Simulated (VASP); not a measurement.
# Ni (Fm-3m) in VASP: notebook

Runs on Ni. Level: PBE. Tasks: single point, relaxation of cell and atoms.

Program: VASP 6.6.1. These are calculated values, not measurements. Logs are shortened: lines on timing, memory, paths and dates and some standing lists are left out, and cuts for length are marked.

**1. The cell of the first run**

Symmetry: Fm-3m, No. 225, cubic system. The conventional cell has a = 3.519 Å, b = 3.519 Å, c = 3.519 Å, α = 90.00°, β = 90.00°, γ = 90.00°. Within 3.3 Å of Ni (site symmetry m-3m) lie 12 Ni at 2.49 Å.

**2. Single point, PBE, collinear spin, ferromagnetic start**

Contents of INCAR:

```
SYSTEM = Ni
  PREC = Accurate
  ENCUT = 520
  EDIFF = 1E-7
  ISMEAR = 0
  SIGMA = 0.1
  LREAL = .False.
  LASPH = .True.
  NELM = 150
  ALGO = Normal
  ISIF = 2
  LWAVE = .False.
  LCHARG = .True.
  ISPIN = 2
  MAGMOM = 0.77
  LORBIT = 11
  LMAXMIX = 4
  GGA = PE
  LELF = .True.
  LVHAR = .True.
  NBANDS = 15
```

Contents of KPOINTS:

```
regular mesh
0
Gamma
  20 20 20
  0 0 0
```

Contents of POSCAR:

```
Ni
1.0
    0.0000000000      1.7592683797      1.7592683797
    1.7592683797      0.0000000000      1.7592683797
    1.7592683797      1.7592683797      0.0000000000
Ni
1
Direct
    0.5000000000      0.5000000000      0.5000000000
```

Potentials or basis: VASP PAW PBE potentials, release 64 (Ni).

Launch:

```console
$ cat potpaw_PBE.64/Ni/POTCAR > POTCAR
$ mpirun -np 1 vasp_std > vasp.out
```

OUTCAR:

```text
SYSTEM = Ni
   PREC = Accurate
   ENCUT = 520
   EDIFF = 1E-7
   ISMEAR = 0
   LREAL = .False.
   LASPH = .True.
   NELM = 150
   ISIF = 2
   ISPIN = 2
   LORBIT = 11
   GGA = PE

 ion  position               nearest neighbor table
   1  0.500  0.500  0.500-

  LATTYP: Found a face centered cubic cell.
 ALAT       =     3.5185367594

  Lattice vectors:

 A1 = (   0.0000000000,   1.7592683797,   1.7592683797)
 A2 = (   1.7592683797,   0.0000000000,   1.7592683797)
 A3 = (   1.7592683797,   1.7592683797,   0.0000000000)

Analysis of symmetry for initial positions (statically):
=====================================================================
 Subroutine PRICEL returns:
 Original cell was already a primitive cell.

 Routine SETGRP: Setting up the symmetry group for a
 face centered cubic supercell.

 Subroutine GETGRP returns: Found 48 space group operations
 (whereof 48 operations were pure point group operations)
 out of a pool of 48 trial point group operations.

The static configuration has the point symmetry O_h .

Analysis of symmetry for dynamics (positions and initial velocities):
=====================================================================
 Subroutine PRICEL returns:
 Original cell was already a primitive cell.

 Routine SETGRP: Setting up the symmetry group for a
 face centered cubic supercell.

 Subroutine GETGRP returns: Found 48 space group operations
 (whereof 48 operations were pure point group operations)
 out of a pool of 48 trial point group operations.

The dynamic configuration has the point symmetry O_h .

Analysis of structural, dynamic, and magnetic symmetry:
=====================================================================
 Subroutine PRICEL returns:
 Original cell was already a primitive cell.

 Routine SETGRP: Setting up the symmetry group for a
 face centered cubic supercell.

 Subroutine GETGRP returns: Found 48 space group operations
 (whereof 48 operations were pure point group operations)
 out of a pool of 48 trial point group operations.

The overall configuration has the point symmetry O_h .

 Subroutine INISYM returns: Found 48 space group operations
 (whereof 48 operations are pure point group operations),
 and found     1 'primitive' translations

----------------------------------------------------------------------------------------

                                     Primitive cell

  volume of cell :      10.8900

  direct lattice vectors                    reciprocal lattice vectors
     0.000000000  1.759268380  1.759268380    -0.284209053  0.284209053  0.284209053
     1.759268380  0.000000000  1.759268380     0.284209053 -0.284209053  0.284209053
     1.759268380  1.759268380  0.000000000     0.284209053  0.284209053 -0.284209053

  length of vectors
     2.487981202  2.487981202  2.487981202     0.492264520  0.492264520  0.492264520

  position of ions in fractional coordinates (direct lattice)
     0.500000000  0.500000000  0.500000000

  ion indices of the primitive-cell ions
   primitive index   ion index
                 1           1

----------------------------------------------------------------------------------------

 KPOINTS: regular mesh

Automatic generation of k-mesh.
 Grid dimensions read from file:
 generate k-points for:   20   20   20

 Generating k-lattice:

  Cartesian coordinates                     Fractional coordinates (reciprocal lattice)
    -0.014210453  0.014210453  0.014210453     0.050000000  0.000000000  0.000000000
     0.014210453 -0.014210453  0.014210453     0.000000000  0.050000000  0.000000000
     0.014210453  0.014210453 -0.014210453     0.000000000  0.000000000  0.050000000

  Length of vectors
     0.024613226  0.024613226  0.024613226

  Shift w.r.t. Gamma in fractional coordinates (k-lattice)
     0.000000000  0.000000000  0.000000000

 Subroutine IBZKPT returns following result:
 ===========================================

 Found    256 irreducible k-points:

 Following reciprocal coordinates:
            Coordinates               Weight
  0.000000  0.000000  0.000000      1.000000
  0.050000  0.000000  0.000000      8.000000
  0.100000  0.000000  0.000000      8.000000
  0.150000  0.000000  0.000000      8.000000
  0.200000  0.000000  0.000000      8.000000
  0.250000  0.000000  0.000000      8.000000
[... 16 lines left out ...]
 -0.400000  0.050000  0.000000     24.000000
 -0.350000  0.050000  0.000000     24.000000
 [... further k-points ...]
   k-points           NKPTS =    256   k-points in BZ     NKDIM =    256   number of bands    NBANDS=     15
   number of dos      NEDOS =    301   number of ions     NIONS =      1
   total plane-waves  NPLWV =   8000
   dimension x,y,z NGX =    20 NGY =   20 NGZ =   20
   dimension x,y,z NGXF=    40 NGYF=   40 NGZF=   40
   ions per type =               1
   NGX,Y,Z   is equivalent  to a cutoff of  13.36, 13.36, 13.36 a.u.
   NGXF,Y,Z  is equivalent  to a cutoff of  26.73, 26.73, 26.73 a.u.
 SYSTEM =  Ni
   PREC   = accura    normal or accurate (medium, high low for compatibility)
   ISTART =      0    job   : 0-new  1-cont  2-samecut
   ICHARG =      2    charge: 1-file 2-atom 10-const
   ISPIN  =      2    spin polarized calculation?
   LNONCOLLINEAR =      F non collinear calculations
   LSORBIT =      F    spin-orbit coupling
   LASPH  =      T    aspherical Exc in radial PAW
   ENCUT  =  520.0 eV  38.22 Ry    6.18 a.u.   4.63  4.63  4.63*2*pi/ulx,y,z
   NELM   =    150;   NELMIN=  2; NELMDL= -5     # of ELM steps
   EDIFF  = 0.1E-06   stopping-criterion for ELM
   LREAL  =      F    real-space projection
   EDIFFG = 0.1E-05   stopping-criterion for IOM
   NSW    =      0    number of steps for IOM
   IBRION =     -1    ionic relax: 0-MD 1-quasi-New 2-CG
   NFREE  =      0    steps in history (QN), initial steepest desc. (CG)
   ISIF   =      2    stress and relaxation
   ISYM   =      2    0-nonsym 1-usesym 2-fastsym
   POTIM  = 0.5000    time-step for ionic-motion
   TEBEG  =    0.0;   TEEND  =   0.0 temperature during run
   PSTRESS=    0.0 pullay stress
   NELECT =      10.0000    total number of electrons
   NUPDOWN=      -1.0000    fix difference up-down
   EMIN   =  10.00;   EMAX   =-10.00  energy-range for DOS
   EFERMI =   0.00;   METHOD = LEGACY
   ISMEAR =     0;   SIGMA  =   0.10  broadening in eV -4-tet -1-fermi 0-gaus
   EFERMI_NEDOS =   21; number of points for ismear=-14 and -15
   IALGO  =     38    algorithm
   IMIX   =      4    mixing-type and parameters
     AMIX     =   0.40;   BMIX     =  1.00
     AMIX_MAG =   1.60;   BMIX_MAG =  1.00
  volume/ion in A,a.u.               =      10.89        73.49
  Fermi-wavevector in a.u.,A,eV,Ry     =   1.591229  3.006987 34.450092  2.532010
  Thomas-Fermi vector in A             =   2.689802
   LORBIT       =     11    0 simple, 1 ext, 2 COOP (PROOUT), +10 PAW based schemes
   GGA     = PE    functional components
   LHFCALC =     F    Hartree Fock is set to
   AEXX    =    0.0000 exact exchange contribution
   IVDW    =     0    specifies the selected vdW correction
   LEPSILON=     F    determine dielectric tensor
   LRPA    =     F    only Hartree local field effects (RPA)
 spin polarized calculation
 Gauss-broadening in eV      SIGMA  =   0.10
  energy-cutoff  :      520.00
  volume of cell :       10.89
 maximum number of plane-waves:       305
   NGX =  9   NGY =  9   NGZ =  9

 number of electron      10.0000009 magnetization       0.6282186

 Free energy of the ion-electron system (eV)
  ---------------------------------------------------
  ext. energy  EPLUGINS =         0.00000000
  ---------------------------------------------------
  free energy    TOTEN  =        -5.47513400 eV

  energy without entropy =       -5.46636026  energy(sigma->0) =       -5.47074713

 E-fermi :   9.3649     XC(G=0): -13.2502

 val. band max:        9.3642260570   @ k =  -0.4500   0.5000   0.0500
 cond. band min:       9.3649759951   @ k =   0.4000   0.0000   0.0000
 fundamental gap:      0.0007499381
 Fermi energy:         9.3648746482

 spin component 1

 k-point     1 :       0.0000    0.0000    0.0000
  band No.  band energies     occupation
      1       0.3600      1.00000
      2       6.9273      1.00000
      3       6.9273      1.00000
      4       6.9273      1.00000
      5       8.1047      1.00000
      6       8.1047      1.00000
      7      33.0803      0.00000
      8      36.9332      0.00000
      9      36.9332      0.00000
     10      36.9332      0.00000
     11      39.8672      0.00000
     12      39.8672      0.00000
     13      39.8672      0.00000
     14      42.8358      0.00000
     15      49.1219      0.00000
[... 397 lines left out ...]
 k-point    24 :      -0.3500    0.0500    0.0000
  band No.  band energies     occupation
      1       4.1855      1.00000
      2       7.0152      1.00000
      3       7.0699      1.00000
      4       7.1909      1.00000
      5       8.4339      1.00000
      6       8.7833      1.00000
      7      18.4966      0.00000
      8      31.0383      0.00000
      9      33.4024      0.00000
     10      35.2612      0.00000
     11      37.2425      0.00000
     12      39.0805      0.00000
     13      43.3001      0.00000
     14      49.9761      0.00000
     15      51.5602      0.00000

 [... further k-points ...]

 spin component 2

 k-point     1 :       0.0000    0.0000    0.0000
  band No.  band energies     occupation
      1       0.3241      1.00000
      2       7.6850      1.00000
      3       7.6850      1.00000
      4       7.6850      1.00000
      5       8.6911      1.00000
      6       8.6911      1.00000
      7      32.9156      0.00000
      8      36.9133      0.00000
      9      36.9133      0.00000
     10      36.9133      0.00000
     11      39.9679      0.00000
     12      39.9679      0.00000
     13      39.9679      0.00000
     14      42.7119      0.00000
     15      49.3201      0.00000
[... 397 lines left out ...]
 k-point    24 :      -0.3500    0.0500    0.0000
  band No.  band energies     occupation
      1       4.4005      1.00000
      2       7.5529      1.00000
      3       7.6625      1.00000
      4       7.7037      1.00000
      5       9.1660      0.99754
      6       9.4789      0.05348
      7      18.7407      0.00000
      8      31.0049      0.00000
      9      33.4010      0.00000
     10      35.3650      0.00000
     11      37.2704      0.00000
     12      39.0994      0.00000
     13      43.3622      0.00000
     14      50.0485      0.00000
     15      51.7777      0.00000

 [... further k-points ...]

------------------------ aborting loop because EDIFF is reached ----------------------------------------

  FORCE on cell =-STRESS in cart. coord.  units (eV):
  Direction    XX          YY          ZZ          XY          YZ          ZX
  --------------------------------------------------------------------------------------
  -------------------------------------------------------------------------------------
  Total       -0.0056174     -0.0056174     -0.0056174     -0.0000000      0.0000000     -0.0000000
  in kB       -0.8264590     -0.8264590     -0.8264590     -0.0000000      0.0000000     -0.0000000
  external PRESSURE =      -0.8264590 kB  Pullay stress =       0.0000000 kB

 VOLUME and BASIS-vectors are now :
 -----------------------------------------------------------------------------
  energy-cutoff  :      520.00
  volume of cell :       10.89
      direct lattice vectors                 reciprocal lattice vectors
     0.000000000  1.759268380  1.759268380    -0.284209053  0.284209053  0.284209053
     1.759268380  0.000000000  1.759268380     0.284209053 -0.284209053  0.284209053
     1.759268380  1.759268380  0.000000000     0.284209053  0.284209053 -0.284209053

 POSITION                                       TOTAL-FORCE (eV/Angst)
 -----------------------------------------------------------------------------------
      1.75927      1.75927      1.75927         0.000000     -0.000000      0.000000
 -----------------------------------------------------------------------------------
    total drift:                                0.000000      0.000000      0.000000

  FREE ENERGIE OF THE ION-ELECTRON SYSTEM (eV)
  ---------------------------------------------------
  free  energy   TOTEN  =        -5.4751339975 eV

  energy  without entropy=       -5.4663602552  energy(sigma->0) =       -5.47074713

 total charge

# of ion       s       p       d       tot
------------------------------------------
    1        0.497   0.497   8.314   9.308

 magnetization (x)

# of ion       s       p       d       tot
------------------------------------------
    1       -0.007  -0.025   0.672   0.641
```

Wall time 2.4 min (1 thread of Intel Xeon 8259CL, shared host); peak memory 0.18 GiB.

Results:

```yaml
Free_energy: -5.4751 eV
Pressure: -0.1 GPa
Net_moment: 0.63 μB per cell
Site_moments: Ni +0.64 μB
Valence_electrons_inside_the_program's_atomic_spheres: Ni 9.31
```

**3. Relaxation of cell and atoms, PBE, collinear spin, ferromagnetic start**

Contents of INCAR:

```
SYSTEM = Ni
PREC = Accurate
ENCUT = 600
EDIFF = 1E-7
ISMEAR = 0
SIGMA = 0.1
LREAL = .False.
LASPH = .True.
NELM = 150
ALGO = Fast
ISIF = 3
LWAVE = .False.
LCHARG = .False.
ISPIN = 2
MAGMOM = 0.77
LORBIT = 11
LMAXMIX = 4
GGA = PE
IBRION = 2
NSW = 100
EDIFFG = -0.01
```

KPOINTS is that of step 2.

Contents of POSCAR:

```
Ni
1.0
    0.0000000000      1.7586952304      1.7586952304
    1.7586952304      0.0000000000      1.7586952304
    1.7586952304      1.7586952304      0.0000000000
Ni
1
Direct
    0.5000000000      0.5000000000      0.5000000000
```

Potentials or basis: VASP PAW PBE potentials, release 64 (Ni).

Launch:

```console
$ cat potpaw_PBE.64/Ni/POTCAR > POTCAR
$ mpirun -np 1 vasp_std > vasp.out
```

It took 78 s on 1 thread of Intel Xeon 8259CL, shared host; peak memory 0.17 GiB.

The run converged. Its results:

```
Free energy                                           : -5.4748 eV
Pressure after relaxing                               : 0.1 GPa
Net moment                                            : 0.63 μB per cell
Site moments                                          : Ni +0.64 μB
Valence electrons inside the program's atomic spheres : Ni 9.31
```

Final structure:
```
Ni
1.0
     0.00000    1.75870    1.75870
     1.75870    0.00000    1.75870
     1.75870    1.75870    0.00000
Ni
1
Direct
  0.50000 0.50000 0.50000
```

Levels at points of the mesh, in eV from the Fermi level:
Spin up:
```
           k point  band 2  band 3  band 4  band 5  band 6  band 7  band 8  band 9
(0.00, 0.00, 0.00)   -2.44   -2.44   -2.44   -1.26   -1.26   23.72   27.58   27.58
(0.50, 0.00, 0.00)   -2.42   -2.42   -0.61   -0.61   -0.29    5.66   22.21   24.67
(0.50, 0.50, 0.00)   -4.20   -0.55   -0.48   -0.48    2.45    9.22   14.82   14.82
```
Spin down:
```
           k point  band 2  band 3  band 4  band 5  band 6  band 7  band 8  band 9
(0.00, 0.00, 0.00)   -1.68   -1.68   -1.68   -0.67   -0.67   23.56   27.56   27.56
(0.50, 0.00, 0.00)   -1.80   -1.80   -0.36    0.15    0.15    6.08   22.07   24.76
(0.50, 0.50, 0.00)   -3.58    0.06    0.39    0.39    2.41    9.46   14.83   14.83
```

Caveat: the relaxation stopped at its first step, so nothing moved.

(Part 1 of 2 ends here.)
